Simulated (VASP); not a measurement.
# Zr2TeSe (P-3m1) in VASP: a series of runs

Zr2TeSe is run at these levels: PBE; tasks: single point, relaxation of cell and atoms.

Program: VASP 6.6.1. These are calculated values, not measurements. Logs are shortened: lines on timing, memory, paths and dates and some standing lists are left out, and cuts for length are marked.

## 1. The cell of the first run

It takes space group P-3m1 (No. 164, trigonal). The conventional cell has a = 3.660 Å, b = 3.660 Å, c = 7.732 Å, α = 90.00°, β = 90.00°, γ = 120.00°. Zr (site symmetry 3m) has 3 Se at 2.76 Å and 3 Te at 2.97 Å and 6 Zr at 3.66 Å within 3.7 Å. Within 3.9 Å of Te (site symmetry -3m) lie 6 Zr at 2.97 Å and 6 Te at 3.66 Å and 2 Se at 3.87 Å. Se (site symmetry -3m) has 6 Zr at 2.76 Å and 6 Se at 3.66 Å within 3.7 Å.

The cell was generated, and may not be a known phase.

## 2. Single point, PBE, collinear spin

Contents of INCAR:

```
SYSTEM = Zr2TeSe
PREC = Accurate
ENCUT = 520
EDIFF = 1E-6
ISMEAR = 0
SIGMA = 0.1
LREAL = .False.
LASPH = .True.
NELM = 150
ALGO = Normal
ISIF = 2
LWAVE = .False.
LCHARG = .False.
ISPIN = 2
MAGMOM = 1 1 0 0
LORBIT = 11
LMAXMIX = 4
GGA = PE
NBANDS = 30
```

Contents of KPOINTS:

```
Automatic mesh
0
Gamma
  6 6 2
  0 0 0
```

Contents of POSCAR:

```
Zr2TeSe
1.0
    3.6598382271      0.0000000000      0.0000000000
   -1.8299191135      3.1695128784      0.0000000000
    0.0000000000      0.0000000000      7.7319318420
Zr Te Se
2 1 1
Direct
    0.3333333333      0.6666666667      0.7701077686
    0.6666666667      0.3333333333      0.2298922314
    0.0000000000      0.0000000000      0.5000000000
    0.0000000000      0.0000000000      0.0000000000
```

Potentials or basis: VASP PAW PBE potentials, release 64 (Zr_sv, Te, Se).

Started as:

```
> cat potpaw_PBE.64/Zr_sv/POTCAR potpaw_PBE.64/Te/POTCAR potpaw_PBE.64/Se/POTCAR > POTCAR
> mpirun -np 1 vasp_std > vasp.out
```

OUTCAR:

```text
SYSTEM = Zr2TeSe
   PREC = Accurate
   ENCUT = 520
   EDIFF = 1E-6
   ISMEAR = 0
   LREAL = .False.
   LASPH = .True.
   NELM = 150
   ISIF = 2
   ISPIN = 2
   LORBIT = 11
   GGA = PE

 ion  position               nearest neighbor table
   1  0.333  0.667  0.770-   4 2.76   4 2.76   4 2.76   3 2.97   3 2.97   3 2.97
   2  0.667  0.333  0.230-   4 2.76   4 2.76   4 2.76   3 2.97   3 2.97   3 2.97
   3  0.000  0.000  0.500-   1 2.97   2 2.97   1 2.97   2 2.97   2 2.97   1 2.97
   4  0.000  0.000  0.000-   1 2.76   2 2.76   1 2.76   2 2.76   2 2.76   1 2.76

  LATTYP: Found a hexagonal cell.
 ALAT       =     3.6598382271
 C/A-ratio  =     2.1126430629

  Lattice vectors:

 A1 = (   3.6598382271,   0.0000000000,   0.0000000000)
 A2 = (  -1.8299191135,   3.1695128784,   0.0000000000)
 A3 = (   0.0000000000,   0.0000000000,   7.7319318420)

Analysis of symmetry for initial positions (statically):
=====================================================================
 Subroutine PRICEL returns:
 Original cell was already a primitive cell.

 Routine SETGRP: Setting up the symmetry group for a
 hexagonal supercell.

 Subroutine GETGRP returns: Found 12 space group operations
 (whereof 12 operations were pure point group operations)
 out of a pool of 24 trial point group operations.

The static configuration has the point symmetry D_3d.

Analysis of symmetry for dynamics (positions and initial velocities):
=====================================================================
 Subroutine PRICEL returns:
 Original cell was already a primitive cell.

 Routine SETGRP: Setting up the symmetry group for a
 hexagonal supercell.

 Subroutine GETGRP returns: Found 12 space group operations
 (whereof 12 operations were pure point group operations)
 out of a pool of 24 trial point group operations.

The dynamic configuration has the point symmetry D_3d.

Analysis of structural, dynamic, and magnetic symmetry:
=====================================================================
 Subroutine PRICEL returns:
 Original cell was already a primitive cell.

 Routine SETGRP: Setting up the symmetry group for a
 hexagonal supercell.

 Subroutine GETGRP returns: Found 12 space group operations
 (whereof 12 operations were pure point group operations)
 out of a pool of 24 trial point group operations.

The overall configuration has the point symmetry D_3d.

 Subroutine INISYM returns: Found 12 space group operations
 (whereof 12 operations are pure point group operations),
 and found     1 'primitive' translations

----------------------------------------------------------------------------------------

[... 117 lines left out ...]
 Gauss-broadening in eV      SIGMA  =   0.10
  energy-cutoff  :      520.00
  volume of cell :       89.69
 maximum number of plane-waves:      2439
 NGX is ok and might be reduce to    28
   NGX = 13   NGY = 13   NGZ = 29

 number of electron      36.0000000 magnetization      -0.0044912

 number of electron      36.0000000 magnetization       0.0003019

 Free energy of the ion-electron system (eV)
  ---------------------------------------------------
  ext. energy  EPLUGINS =         0.00000000
  ---------------------------------------------------
  free energy    TOTEN  =       -27.15053823 eV

  energy without entropy =      -27.14464472  energy(sigma->0) =      -27.14759147

 E-fermi :   9.5028     XC(G=0): -10.8798

 val. band max:        9.4153613909   @ k =   0.5000  -0.0000   0.0000
 cond. band min:       9.5616260229   @ k =   0.0000   0.0000   0.5000
 fundamental gap:      0.1462646320
 Fermi energy:         9.5027837782

 spin component 1

 k-point     1 :       0.0000    0.0000    0.0000
  band No.  band energies     occupation
      1     -40.2952      1.00000
      2     -40.2915      1.00000
      3     -18.5640      1.00000
      4     -18.4625      1.00000
      5     -18.1817      1.00000
      6     -18.1817      1.00000
[... 451 lines left out ...]
     29      16.6931      0.00000
     30      16.6931      0.00000
 Fermi energy:         9.5027837782

 spin component 2

 k-point     1 :       0.0000    0.0000    0.0000
  band No.  band energies     occupation
      1     -40.2952      1.00000
      2     -40.2915      1.00000
      3     -18.5640      1.00000
      4     -18.4625      1.00000
      5     -18.1817      1.00000
      6     -18.1817      1.00000
[... 451 lines left out ...]
     29      16.6931      0.00000
     30      16.6931      0.00000

------------------------ aborting loop because EDIFF is reached ----------------------------------------

  FORCE on cell =-STRESS in cart. coord.  units (eV):
  Direction    XX          YY          ZZ          XY          YZ          ZX
  --------------------------------------------------------------------------------------
  -------------------------------------------------------------------------------------
  Total        0.0865684      0.0865684     -0.0090699      0.0000000      0.0000000     -0.0000000
  in kB        1.5464208      1.5464208     -0.1620211      0.0000000      0.0000000     -0.0000000
  external PRESSURE =       0.9769402 kB  Pullay stress =       0.0000000 kB

 VOLUME and BASIS-vectors are now :
 -----------------------------------------------------------------------------
  energy-cutoff  :      520.00
  volume of cell :       89.69
      direct lattice vectors                 reciprocal lattice vectors
     3.659838227  0.000000000  0.000000000     0.273236121  0.157752948  0.000000000
    -1.829919113  3.169512878  0.000000000     0.000000000  0.315505896  0.000000000
     0.000000000  0.000000000  7.731931842     0.000000000  0.000000000  0.129333784

 POSITION                                       TOTAL-FORCE (eV/Angst)
 -----------------------------------------------------------------------------------
     -0.00000      2.11301      5.95442        -0.000000      0.000000     -0.061097
      1.82992      1.05650      1.77751         0.000000     -0.000000      0.061097
      0.00000      0.00000      3.86597        -0.000000      0.000000      0.000000
      0.00000      0.00000      0.00000        -0.000000      0.000000      0.000000
 -----------------------------------------------------------------------------------
    total drift:                                0.000000     -0.000000      0.000000

  FREE ENERGIE OF THE ION-ELECTRON SYSTEM (eV)
  ---------------------------------------------------
  free  energy   TOTEN  =       -27.1505382329 eV

  energy  without entropy=      -27.1446447163  energy(sigma->0) =      -27.14759147

 total charge

# of ion       s       p       d       tot
------------------------------------------
    1        2.132   5.959   1.660   9.750
    2        2.132   5.959   1.660   9.750
    3        1.336   2.113   0.054   3.503
    4        1.427   2.474   0.059   3.960
--------------------------------------------------
tot          7.027  16.505   3.432  26.964

 magnetization (x)

# of ion       s       p       d       tot
------------------------------------------
    1        0.000  -0.000   0.000   0.000
    2        0.000  -0.000   0.000   0.000
    3       -0.000  -0.000   0.000  -0.000
    4       -0.000  -0.000   0.000  -0.000
--------------------------------------------------
tot         -0.000  -0.000   0.000  -0.000
```

OSZICAR:

```text
N       E                     dE             d eps       ncg     rms          rms(c)
DAV:   1     0.280002668763E+03    0.28000E+03   -0.17759E+04  1680   0.113E+03
DAV:   2    -0.595722606195E+01   -0.28596E+03   -0.27670E+03  1942   0.309E+02
DAV:   3    -0.268636130129E+02   -0.20906E+02   -0.20545E+02  2756   0.654E+01
DAV:   4    -0.281587501270E+02   -0.12951E+01   -0.12845E+01  2280   0.143E+01
DAV:   5    -0.281987951276E+02   -0.40045E-01   -0.40041E-01  2352   0.214E+00    0.167E+01
DAV:   6    -0.271106520532E+02    0.10881E+01   -0.24956E+00  2014   0.829E+00    0.684E+00
DAV:   7    -0.271399568851E+02   -0.29305E-01   -0.53964E-01  2328   0.349E+00    0.418E+00
DAV:   8    -0.271501364442E+02   -0.10180E-01   -0.40758E-02  2210   0.990E-01    0.149E+00
DAV:   9    -0.271496144777E+02    0.52197E-03   -0.15719E-02  1930   0.604E-01    0.450E-01
DAV:  10    -0.271503826984E+02   -0.76822E-03   -0.24930E-03  2112   0.298E-01    0.152E-01
DAV:  11    -0.271504888307E+02   -0.10613E-03   -0.36955E-04  2110   0.107E-01    0.742E-02
DAV:  12    -0.271505321822E+02   -0.43351E-04   -0.55378E-05  2270   0.474E-02    0.291E-02
DAV:  13    -0.271505397457E+02   -0.75635E-05   -0.89255E-06  2128   0.172E-02    0.104E-02
DAV:  14    -0.271505387010E+02    0.10447E-05   -0.16891E-06  1518   0.812E-03    0.346E-03
DAV:  15    -0.271505382329E+02    0.46809E-06   -0.37494E-07  1116   0.402E-03
   1 F= -.27150538E+02 E0= -.27147591E+02  d E =-.589352E-02  mag=     0.0001
```

stdout:

```text
POSCAR found type information on POSCAR ZrTeSe
 POSCAR found :  3 types and       4 ions
 scaLAPACK will be used
 LDA part: xc-table for (Slater+PW92), standard interpolation
 POSCAR, INCAR and KPOINTS ok, starting setup
 FFT: planning ... GRIDC
 FFT: planning ... GRID_SOFT
 FFT: planning ... GRID
 WAVECAR not read
 entering main loop
```

It took 72 s on 1 thread of AMD EPYC 7R43 (Zen 3), shared host; peak memory 0.24 GiB.

What came out:

```
Free energy                                           : -27.1505 eV
Pressure                                              : 0.1 GPa
Largest force                                         : 0.061 eV/Å
Band gap on the k mesh                                : zero (filled and empty bands overlap)
Net moment                                            : 0.00 μB per cell
Valence electrons inside the program's atomic spheres : Zr 9.75; Te 3.50; Se 3.96
```

Forces on the atoms (eV/Å):
```
Zr   0.000  0.000 -0.061
Zr   0.000  0.000  0.061
Te   0.000  0.000  0.000
Se   0.000  0.000  0.000
```

Caveat: the k points lie up to 0.41 Å⁻¹ apart; spin-orbit coupling is left out, which moves the levels of the heavy elements.

## 3. Single point, PBE

Contents of INCAR:

```
PREC = Accurate
ENCUT = 520
EDIFF = 1E-7
ISMEAR = 0
SIGMA = 0.1
LREAL = F
LASPH = T
NELM = 80
ALGO = Normal
ISIF = 2
LWAVE = F
LCHARG = F
GGA = PE
NBANDS = 26
```

Contents of KPOINTS:

```
Automatic mesh
0
Gamma
  12 12 6
```

Contents of POSCAR:

```
Zr2TeSe
1.0
    3.6632606796      0.0000000000      0.0000000000
   -1.8316303398      3.1724768092      0.0000000000
    0.0000000000      0.0000000000      7.7145346457
Zr Te Se
2 1 1
Direct
    0.3333333333      0.6666666667      0.7702454500
    0.6666666667      0.3333333333      0.2297545500
    0.0000000000      0.0000000000      0.5000000000
    0.0000000000      0.0000000000      0.0000000000
```

Potentials or basis: VASP PAW PBE potentials, release 64 (Zr_sv, Te, Se).

Started as:

```
> cat potpaw_PBE.64/Zr_sv/POTCAR potpaw_PBE.64/Te/POTCAR potpaw_PBE.64/Se/POTCAR > POTCAR
> mpirun -np 1 vasp_std > vasp.out
```

Wall time 3.2 min (1 thread of AMD EPYC 7R43 (Zen 3), shared host); peak memory 0.34 GiB.

The run converged. Its results:

* Free energy: -27.1662 eV
* Pressure: 0.1 GPa
* Largest force: 0.010 eV/Å
* Band gap on the k mesh: zero (bands 18 and 19 overlap by 0.46 eV)

Forces on the atoms (eV/Å):
```
Zr   0.000  0.000 -0.010
Zr   0.000  0.000  0.010
Te   0.000  0.000  0.000
Se   0.000  0.000  0.000
```

Levels at points of the mesh, in eV from the Fermi level:
| k point | band 14 | band 15 | band 16 | band 17 | band 18 | band 19 | band 20 | band 21 | band 22 | band 23 |
| --- | --- | --- | --- | --- | --- | --- | --- | --- | --- | --- |
| (0.00, 0.00, 0.00) | -3.17 | -2.13 | -1.45 | -1.45 | -0.24 | -0.24 | 0.32 | 0.32 | 0.40 | 1.84 |
| (0.50, 0.00, 0.00) | -4.27 | -3.56 | -2.22 | -2.21 | -0.03 | 0.29 | 0.70 | 1.28 | 2.47 | 2.58 |
| (0.00, 0.00, 0.50) | -3.49 | -1.70 | -1.70 | -0.76 | 0.13 | 0.37 | 0.37 | 0.63 | 0.63 | 2.17 |
| (0.50, 0.00, 0.50) | -4.62 | -4.14 | -2.60 | -1.35 | -0.70 | 0.88 | 1.92 | 1.95 | 2.05 | 2.57 |

Caveat: spin-orbit coupling is left out, which moves the levels of the heavy elements.

(Continued in part 2 of 2.)

The gap in the log of VASP goes by the Fermi energy; the results here count the filled bands.